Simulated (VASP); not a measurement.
# Ti23SnO48 in VASP: single point with r2SCAN

Aim: the single point of Ti23SnO48 with r2SCAN.

All numbers are computed with VASP 6.6.1; they aren't measurements. Logs are shortened: lines on timing, memory, paths and dates and some standing lists are left out, and cuts for length are marked.

## Step 1: The cell of the first run

The typed cell holds 72 atoms: a = 9.218 Å, b = 9.218 Å, c = 8.822 Å, α = 90.00°, β = 90.00°, γ = 90.00°.

## Step 2: Single point, r2SCAN

POSCAR reads:

```
Ti23SnO48
1.0
    9.2178300000      0.0000000000      0.0000000000
    0.0000000000      9.2176490000      0.0000000000
    0.0000000000      0.0000000000      8.8215510000
Ti Sn O
23 1 48
Direct
    0.0004730000      0.0002090000      0.0022080000
    0.0002390000      0.9997030000      0.3366750000
    0.0041270000      0.0037100000      0.6693500000
    0.0028760000      0.4972830000      0.0003280000
    0.0022990000      0.4978980000      0.3365850000
    0.9992830000      0.5009420000      0.6684540000
    0.4978030000      0.0023800000      0.0002800000
    0.4981410000      0.0020560000      0.3365200000
    0.5013410000      0.9988580000      0.6684650000
    0.4999710000      0.4997100000      0.0021780000
    0.5004490000      0.4999180000      0.3366500000
    0.4964700000      0.4960500000      0.6693380000
    0.2502650000      0.2499010000      0.1685320000
    0.2502470000      0.2499160000      0.5002290000
    0.2503320000      0.2498600000      0.8361350000
    0.2502800000      0.7498850000      0.1698730000
    0.2503830000      0.7498460000      0.5033140000
    0.2502350000      0.7499420000      0.8363600000
    0.7502800000      0.2498910000      0.1698910000
    0.7503630000      0.2498480000      0.5033300000
    0.7502530000      0.2499360000      0.8363630000
    0.7501850000      0.7499710000      0.5058160000
    0.7503840000      0.7498150000      0.8276890000
    0.7502720000      0.7498850000      0.1662830000
    0.1530060000      0.1525970000      0.9991750000
    0.1530700000      0.1526730000      0.3332690000
    0.1530900000      0.1526830000      0.6662660000
    0.1533160000      0.6515610000      0.9995460000
    0.1533700000      0.6515560000      0.3329360000
    0.1512720000      0.6531010000      0.6662260000
    0.6519600000      0.1529200000      0.9995450000
    0.6519520000      0.1529670000      0.3329420000
    0.6535190000      0.1508570000      0.6662290000
    0.6489840000      0.6485870000      0.9891890000
    0.6491090000      0.6487170000      0.3431030000
    0.6521630000      0.6517730000      0.6661590000
    0.3475670000      0.3471840000      0.9991850000
    0.3474920000      0.3471190000      0.3332620000
    0.3474790000      0.3471100000      0.6662650000
    0.3472540000      0.8482320000      0.9995460000
    0.3472090000      0.8482390000      0.3329430000
    0.3493090000      0.8466850000      0.6662310000
    0.8486140000      0.3468800000      0.9995460000
    0.8486200000      0.3468240000      0.3329320000
    0.8470660000      0.3489300000      0.6662300000
    0.8515790000      0.8512020000      0.9892020000
    0.8514400000      0.8510710000      0.3430870000
    0.8483940000      0.8480230000      0.6661570000
    0.0991140000      0.4010520000      0.1663040000
    0.0984950000      0.4016760000      0.5005310000
    0.0984690000      0.4017050000      0.8320550000
    0.0970270000      0.9017080000      0.1662020000
    0.0999920000      0.9036800000      0.5004970000
    0.1000050000      0.9036310000      0.8318470000
    0.5984640000      0.4031420000      0.1662050000
    0.5964810000      0.4001710000      0.5004990000
    0.5965260000      0.4001570000      0.8318500000
    0.5935540000      0.9066080000      0.1664020000
    0.5972750000      0.9029020000      0.4992470000
    0.5973090000      0.9028670000      0.8333200000
    0.4014540000      0.0987330000      0.1663050000
    0.4020660000      0.0981370000      0.5005430000
    0.4021120000      0.0980910000      0.8320540000
    0.4035440000      0.5980850000      0.1662100000
    0.4005810000      0.5960900000      0.5004870000
    0.4005640000      0.5961380000      0.8318570000
    0.9020990000      0.0966430000      0.1662040000
    0.9041030000      0.0996100000      0.5004870000
    0.9040520000      0.0996270000      0.8318550000
    0.9070090000      0.5931760000      0.1663840000
    0.9032900000      0.5969090000      0.4992480000
    0.9032620000      0.5969370000      0.8333080000
```

INCAR.step1 reads:

```
SYSTEM = Ti23SnO48
PREC = Accurate
ENCUT = 520
ISMEAR = -1
SIGMA = 0.05
LREAL = Auto
LASPH = .True.
NELM = 60
NBANDS = 331
GGA = PE
ALGO = Normal
EDIFF = 1E-4
LWAVE = .True.
LCHARG = .False.
```

INCAR.step2 reads:

```
SYSTEM = Ti23SnO48
PREC = Accurate
ENCUT = 520
EDIFF = 1E-7
ISMEAR = -1
SIGMA = 0.05
LREAL = Auto
LASPH = .True.
NELM = 60
ALGO = Normal
ISIF = 2
LWAVE = .False.
LCHARG = .False.
METAGGA = R2SCAN
LMIXTAU = .True.
NBANDS = 331
ISTART = 1
```

KPOINTS reads:

```
Automatic mesh
0
Gamma
  1 1 1
  0 0 0
```

Potentials or basis: VASP PAW PBE potentials, release 64 (Ti_sv, Sn_d, O).

Command:

```console
$ cat potpaw_PBE.64/Ti_sv/POTCAR potpaw_PBE.64/Sn_d/POTCAR potpaw_PBE.64/O/POTCAR > POTCAR
$ cp INCAR.step1 INCAR
$ mpirun -np 1 vasp_gam > vasp.out
$ cp INCAR.step2 INCAR
$ mpirun -np 1 vasp_gam > vasp.out
```

OUTCAR:

```text
SYSTEM = Ti23SnO48
   PREC = Accurate
   ENCUT = 520
   EDIFF = 1E-7
   ISMEAR = -1
   LREAL = Auto
   LASPH = .True.
   NELM = 60
   ISIF = 2
   METAGGA = R2SCAN
   ISTART = 1

 ion  position               nearest neighbor table
   1  0.000  0.000  0.002-  67 1.92  52 1.93  46 1.95  69 1.97  54 1.97  25 1.99
   2  0.000  1.000  0.337-  53 1.93  68 1.93  47 1.94  52 1.97  67 1.97  26 1.99
   3  0.004  0.004  0.669-  54 1.92  69 1.92  27 1.94  53 1.96  68 1.96  48 2.03
   4  0.003  0.497  0.000-  70 1.93  49 1.93  51 1.94  72 1.96  43 1.99  28 1.99
   5  0.002  0.498  0.337-  50 1.91  71 1.93  70 1.95  49 1.96  29 1.99  44 1.99
   6  0.999  0.501  0.668-  72 1.92  51 1.94  71 1.95  50 1.97  30 1.98  45 1.98
[... 13 lines left out ...]
  20  0.750  0.250  0.503-  45 1.92  33 1.92  44 1.97  32 1.97  68 1.98  56 1.98
  21  0.750  0.250  0.836-  43 1.92  31 1.92  45 1.97  33 1.97  57 1.98  69 1.98
  22  0.750  0.750  0.506-  36 1.91  48 1.91  35 1.95  47 1.95  59 1.99  71 2.00  23 2.84  24 3.00

  23  0.750  0.750  0.828-  48 1.91  36 1.91  46 1.94  34 1.94  72 1.99  60 2.00  22 2.84  24 2.99

  24  0.750  0.750  0.166-  47 2.04  35 2.04  58 2.04  70 2.04  34 2.05  46 2.05  23 2.99  22 3.00

  25  0.153  0.153  0.999-  15 1.92  13 1.96   1 1.99
  26  0.153  0.153  0.333-  13 1.93  14 1.94   2 1.99
  27  0.153  0.153  0.666-  14 1.94   3 1.94  15 1.96
  28  0.153  0.652  1.000-  18 1.92  16 1.97   4 1.99
  29  0.153  0.652  0.333-  16 1.92  17 1.97   5 1.99
  30  0.151  0.653  0.666-  17 1.92  18 1.97   6 1.98
[... 40 lines left out ...]
  71  0.903  0.597  0.499-   5 1.93   6 1.95  22 2.00
  72  0.903  0.597  0.833-   6 1.92   4 1.96  23 1.99

  LATTYP: Found a simple orthorhombic cell.
 ALAT       =     8.8215510000
 B/A-ratio  =     1.0449011744
 C/A-ratio  =     1.0449216923

  Lattice vectors:

 A1 = (   0.0000000000,   0.0000000000,  -8.8215510000)
 A2 = (   0.0000000000,   9.2176490000,   0.0000000000)
 A3 = (   9.2178300000,   0.0000000000,   0.0000000000)

Analysis of symmetry for initial positions (statically):
=====================================================================
 Subroutine PRICEL returns:
 Original cell was already a primitive cell.

 Routine SETGRP: Setting up the symmetry group for a
 simple orthorhombic supercell.

 Subroutine GETGRP returns: Found  1 space group operations
 (whereof  1 operations were pure point group operations)
 out of a pool of  8 trial point group operations.

The static configuration has the point symmetry C_1 .

Analysis of symmetry for dynamics (positions and initial velocities):
=====================================================================
 Subroutine PRICEL returns:
 Original cell was already a primitive cell.

 Routine SETGRP: Setting up the symmetry group for a
 simple orthorhombic supercell.

 Subroutine GETGRP returns: Found  1 space group operations
 (whereof  1 operations were pure point group operations)
 out of a pool of  8 trial point group operations.

The dynamic configuration has the point symmetry C_1 .

 Subroutine INISYM returns: Found  1 space group operations
 (whereof  1 operations are pure point group operations),
 and found     1 'primitive' translations

----------------------------------------------------------------------------------------

                                     Primitive cell

  volume of cell :     749.5383

  direct lattice vectors                    reciprocal lattice vectors
     9.217830000  0.000000000  0.000000000     0.108485403  0.000000000  0.000000000
     0.000000000  9.217649000  0.000000000     0.000000000  0.108487533  0.000000000
     0.000000000  0.000000000  8.821551000     0.000000000  0.000000000  0.113358751

  length of vectors
     9.217830000  9.217649000  8.821551000     0.108485403  0.108487533  0.113358751

  position of ions in fractional coordinates (direct lattice)
     0.000473000  0.000209000  0.002208000
     0.000239000  0.999703000  0.336675000
     0.004127000  0.003710000  0.669350000
     0.002876000  0.497283000  0.000328000
     0.002299000  0.497898000  0.336585000
     0.999283000  0.500942000  0.668454000
[... 64 lines left out ...]
     0.903290000  0.596909000  0.499248000
     0.903262000  0.596937000  0.833308000

  ion indices of the primitive-cell ions
   primitive index   ion index
                 1           1
                 2           2
                 3           3
                 4           4
                 5           5
                 6           6
[... 64 lines left out ...]
                71          71
                72          72

----------------------------------------------------------------------------------------

 KPOINTS: Automatic mesh

Automatic generation of k-mesh.
 Grid dimensions read from file:
 generate k-points for:    1    1    1

 Generating k-lattice:

  Cartesian coordinates                     Fractional coordinates (reciprocal lattice)
     0.108485403  0.000000000  0.000000000     1.000000000  0.000000000  0.000000000
     0.000000000  0.108487533  0.000000000     0.000000000  1.000000000  0.000000000
     0.000000000  0.000000000  0.113358751     0.000000000  0.000000000  1.000000000

  Length of vectors
     0.108485403  0.108487533  0.113358751

  Shift w.r.t. Gamma in fractional coordinates (k-lattice)
     0.000000000  0.000000000  0.000000000

 Subroutine IBZKPT returns following result:
 ===========================================

 Found      1 irreducible k-points:

 Following reciprocal coordinates:
            Coordinates               Weight
  0.000000  0.000000  0.000000      1.000000
   k-points           NKPTS =      1   k-points in BZ     NKDIM =      1   number of bands    NBANDS=    331
   number of dos      NEDOS =    301   number of ions     NIONS =     72
   total plane-waves  NPLWV = 343000
   dimension x,y,z NGX =    70 NGY =   70 NGZ =   70
   dimension x,y,z NGXF=   140 NGYF=  140 NGZF=  140
   ions per type =              23   1  48
   NGX,Y,Z   is equivalent  to a cutoff of  12.62, 12.62, 13.19 a.u.
   NGXF,Y,Z  is equivalent  to a cutoff of  25.25, 25.25, 26.38 a.u.
 SYSTEM =  Ti23SnO48
   PREC   = accura    normal or accurate (medium, high low for compatibility)
   ISTART =      1    job   : 0-new  1-cont  2-samecut
   ICHARG =      0    charge: 1-file 2-atom 10-const
   ISPIN  =      1    spin polarized calculation?
   LNONCOLLINEAR =      F non collinear calculations
   LSORBIT =      F    spin-orbit coupling
   LASPH  =      T    aspherical Exc in radial PAW
   ENCUT  =  520.0 eV  38.22 Ry    6.18 a.u.  17.14 17.14 16.40*2*pi/ulx,y,z
   NELM   =     60;   NELMIN=  2; NELMDL=  0     # of ELM steps
   EDIFF  = 0.1E-06   stopping-criterion for ELM
   LREAL  =      T    real-space projection
   EDIFFG = 0.1E-05   stopping-criterion for IOM
   NSW    =      0    number of steps for IOM
   IBRION =     -1    ionic relax: 0-MD 1-quasi-New 2-CG
   NFREE  =      0    steps in history (QN), initial steepest desc. (CG)
   ISIF   =      2    stress and relaxation
   ISYM   =      2    0-nonsym 1-usesym 2-fastsym
   POTIM  = 0.5000    time-step for ionic-motion
   TEBEG  =    0.0;   TEEND  =   0.0 temperature during run
   PSTRESS=    0.0 pullay stress
   NELECT =     578.0000    total number of electrons
   NUPDOWN=      -1.0000    fix difference up-down
   EMIN   =  10.00;   EMAX   =-10.00  energy-range for DOS
   EFERMI =   0.00;   METHOD = LEGACY
   ISMEAR =    -1;   SIGMA  =   0.05  broadening in eV -4-tet -1-fermi 0-gaus
   EFERMI_NEDOS =   21; number of points for ismear=-14 and -15
   IALGO  =     38    algorithm
   IMIX   =      4    mixing-type and parameters
     AMIX     =   0.40;   BMIX     =  1.00
     AMIX_MAG =   1.60;   BMIX_MAG =  1.00
  volume/ion in A,a.u.               =      10.41        70.25
  Fermi-wavevector in a.u.,A,eV,Ry     =   1.501249  2.836950 30.664126  2.253750
  Thomas-Fermi vector in A             =   2.612644
   LORBIT       =      0    0 simple, 1 ext, 2 COOP (PROOUT), +10 PAW based schemes
   METAGGA = R2SCAN    functional components
   LHFCALC =     F    Hartree Fock is set to
   AEXX    =    0.0000 exact exchange contribution
   IVDW    =     0    specifies the selected vdW correction
   LEPSILON=     F    determine dielectric tensor
   LRPA    =     F    only Hartree local field effects (RPA)
 non-spin polarized calculation
  energy-cutoff  :      520.00
  volume of cell :      749.54
 maximum number of plane-waves:     10079
 NGX is ok and might be reduce to    70
   NGX = 35   NGY = 35   NGZ = 33

 number of electron     577.9999974 magnetization

 Free energy of the ion-electron system (eV)
  ---------------------------------------------------
  ext. energy  EPLUGINS =         0.00000000
  ---------------------------------------------------
  free energy    TOTEN  =      -843.61191823 eV

  energy without entropy =     -843.61191823  energy(sigma->0) =     -843.61191823

 E-fermi :   5.7753     XC(G=0): -12.1783

 val. band max:        4.6567363772   @ k =   0.0000   0.0000   0.0000
 cond. band min:       6.9069982622   @ k =   0.0000   0.0000   0.0000
 fundamental gap:      2.2502618849
 Fermi energy:         5.7752860667

 k-point     1 :       0.0000    0.0000    0.0000
  band No.  band energies     occupation
      1     -54.4894      2.00000
      2     -54.4878      2.00000
      3     -54.4711      2.00000
      4     -54.4703      2.00000
      5     -54.4644      2.00000
      6     -54.4642      2.00000
[... 293 lines left out ...]
    300       7.3416      0.00000
    301       7.3765      0.00000
 [bands above 301 left out]

------------------------ aborting loop because EDIFF is reached ----------------------------------------

  FORCE on cell =-STRESS in cart. coord.  units (eV):
  Direction    XX          YY          ZZ          XY          YZ          ZX
  --------------------------------------------------------------------------------------
  -------------------------------------------------------------------------------------
  Total        8.8238176      8.8366454     29.6234333      0.7388841     -0.0122091      0.0087628
  in kB       18.8613725     18.8887926     63.3216412      1.5794036     -0.0260976      0.0187310
  external PRESSURE =      33.6906021 kB  Pullay stress =       0.0000000 kB

 VOLUME and BASIS-vectors are now :
 -----------------------------------------------------------------------------
  energy-cutoff  :      520.00
  volume of cell :      749.54
      direct lattice vectors                 reciprocal lattice vectors
     9.217830000  0.000000000  0.000000000     0.108485403  0.000000000  0.000000000
     0.000000000  9.217649000  0.000000000     0.000000000  0.108487533  0.000000000
     0.000000000  0.000000000  8.821551000     0.000000000  0.000000000  0.113358751

 POSITION                                       TOTAL-FORCE (eV/Angst)
 -----------------------------------------------------------------------------------
      0.00436      0.00193      0.01948         0.016772      0.018045     -0.026432
      0.00220      9.21491      2.97000         0.011771      0.013393      0.035415
      0.03804      0.03420      5.90471         0.019363      0.021184     -0.005213
      0.02651      4.58378      0.00289         0.008772     -0.006813      0.018203
      0.02119      4.58945      2.96920         0.017894     -0.018178      0.007686
      9.21122      4.61751      5.89680        -0.019302      0.017698     -0.006838
[... 64 lines left out ...]
      8.32637      5.50210      4.40414        -0.024768      0.023453     -0.019339
      8.32612      5.50236      7.35107        -0.023931      0.024476      0.019601
 -----------------------------------------------------------------------------------
    total drift:                                0.022993     -0.013654      0.035032

  FREE ENERGIE OF THE ION-ELECTRON SYSTEM (eV)
  ---------------------------------------------------
  free  energy   TOTEN  =      -843.6119182284 eV

  energy  without entropy=     -843.6119182275  energy(sigma->0) =     -843.61191823
```

Wall time 25 min (1 thread of AMD EPYC 7R13 (Zen 3), shared host); peak memory 0.82 GiB.

What came out:

- Free energy: -843.6119 eV
- Pressure: 3.4 GPa
- Largest force: 0.260 eV/Å
- Band gap on the k mesh: 2.25 eV

Forces on the atoms (eV/Å):
```
Ti   0.017  0.018 -0.026
Ti   0.012  0.013  0.035
Ti   0.019  0.021 -0.005
Ti   0.009 -0.007  0.018
Ti   0.018 -0.018  0.008
Ti  -0.019  0.018 -0.007
Ti  -0.004  0.002  0.014
Ti  -0.019  0.013  0.001
Ti   0.014 -0.013  0.000
Ti  -0.023 -0.021 -0.024
Ti  -0.012 -0.013  0.034
Ti  -0.020 -0.016 -0.001
Ti   0.011 -0.003 -0.007
Ti   0.010 -0.004 -0.040
Ti  -0.008  0.002  0.013
Ti   0.001  0.000  0.014
Ti   0.009 -0.008  0.025
Ti  -0.001  0.001  0.004
Ti   0.000  0.000  0.013
Ti   0.009 -0.007  0.027
Ti  -0.002  0.002  0.003
Ti  -0.006  0.002 -0.060
Ti   0.001  0.000  0.056
Sn   0.003  0.003  0.006
O   -0.033 -0.032  0.002
O   -0.033 -0.034 -0.005
O   -0.018 -0.018  0.008
O   -0.037 -0.015  0.000
O   -0.038 -0.015 -0.009
O   -0.004 -0.011 -0.004
O   -0.017 -0.035 -0.001
O   -0.016 -0.037 -0.009
O   -0.013 -0.003 -0.005
O    0.028  0.028  0.255
O    0.032  0.030 -0.250
O    0.019  0.020  0.002
O    0.033  0.033  0.002
O    0.033  0.031 -0.005
O    0.017  0.017  0.008
O    0.034  0.018 -0.001
O    0.037  0.015 -0.009
O    0.004  0.013 -0.004
O    0.016  0.037 -0.001
O    0.015  0.037 -0.009
O    0.011  0.003 -0.003
O   -0.029 -0.028  0.255
O   -0.031 -0.032 -0.249
O   -0.021 -0.019  0.001
O    0.008 -0.009 -0.008
O    0.042 -0.043  0.023
O    0.046 -0.046 -0.028
O    0.011 -0.044 -0.003
O    0.007 -0.012 -0.006
O    0.005 -0.013 -0.001
O    0.043 -0.011 -0.003
O    0.011 -0.008 -0.006
O    0.016 -0.005 -0.001
O    0.184 -0.183 -0.004
O    0.023 -0.023 -0.017
O    0.026 -0.024  0.020
O   -0.008  0.010 -0.005
O   -0.045  0.045  0.024
O   -0.045  0.045 -0.027
O   -0.013  0.045 -0.002
O   -0.010  0.015 -0.005
O   -0.006  0.013 -0.003
O   -0.045  0.013 -0.001
O   -0.015  0.009 -0.006
O   -0.013  0.006 -0.003
O   -0.181  0.182 -0.004
O   -0.025  0.023 -0.019
O   -0.024  0.024  0.020
```

Caveat: the k points lie up to 0.71 Å⁻¹ apart; the PAW data sets were made with another functional, which shifts forces and pressure a little; spin-orbit coupling is left out, which moves the levels of the heavy elements; an odd mesh through Γ misses points on the zone boundary, where band edges can lie.
